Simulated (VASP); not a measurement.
Set up this calculation in VASP 6.6.1, as the native input.

* Task: electric field gradients
* Functional: PBE
* Potentials or basis: VASP PAW PBE potentials, release 64 (Zn, Se)
* Cutoff: 520 eV
* k mesh: 13 × 13 × 13
* Occupations: fermi-dirac, width 0.08 eV
* Spin: no spin polarisation
* Dipole correction: no
* Further INCAR settings: ALGO = Normal; EDIFF = 1e-08; NBANDS = 16

The structure of ZnSe (rocksalt type) lies in POSCAR:

```
ZnSe
1.0
    0.0000000000      2.7101895929      2.7101895929
    2.7101895929      0.0000000000      2.7101895929
    2.7101895929      2.7101895929      0.0000000000
Zn Se
1 1
Direct
    0.0000000000      0.0000000000      0.0000000000
    0.5000000000      0.5000000000      0.5000000000
```

This cell differs from its parent crystal: volume scaled by 1.03.

The input as run:

INCAR

```
SYSTEM = ZnSe
ALGO     = Normal         ! electronic algorithm
EDIFF    = 1E-8           ! SCF threshold, eV
ENCUT    = 520            ! plane-wave cutoff, eV
GGA      = PE             ! functional
ISIF     = 2              ! what is computed and relaxed
ISMEAR   = -1             ! smearing method
LASPH    = .True.         ! aspherical terms in the spheres
LCHARG   = .False.        ! write CHGCAR
LEFG     = .True.       
LREAL    = .False.        ! projectors in reciprocal space
LWAVE    = .False.        ! write WAVECAR
NBANDS   = 16             ! bands
NELM     = 60             ! most SCF steps
PREC     = Accurate       ! precision mode
SIGMA    = 0.08           ! smearing width, eV
```

KPOINTS

```
k-points
0
Gamma
  13 13 13
  0 0 0
```

Potentials or basis: VASP PAW PBE potentials, release 64 (Zn, Se).

Launch:

```bash
$ cat potpaw_PBE.64/Zn/POTCAR potpaw_PBE.64/Se/POTCAR > POTCAR
$ mpirun -np 1 vasp_std > vasp.out
```

It gave:

```yaml
Pressure: -1.7 GPa
Band_gap_on_the_k_mesh: zero (band 9 reaches 2.84 eV, above the bottom of band 10 at 1.91 eV)
```

Caveat: without QUAD_EFG the Cq values of the log hold for a quadrupole moment of 1 mb, not for the nuclei.

It took 74 s on 1 thread of Intel(R) Xeon(R) Platinum 8259CL CPU @ 2.50GHz (Skylake/Cascade Lake), with other jobs on the host, peak memory 0.2 GiB.
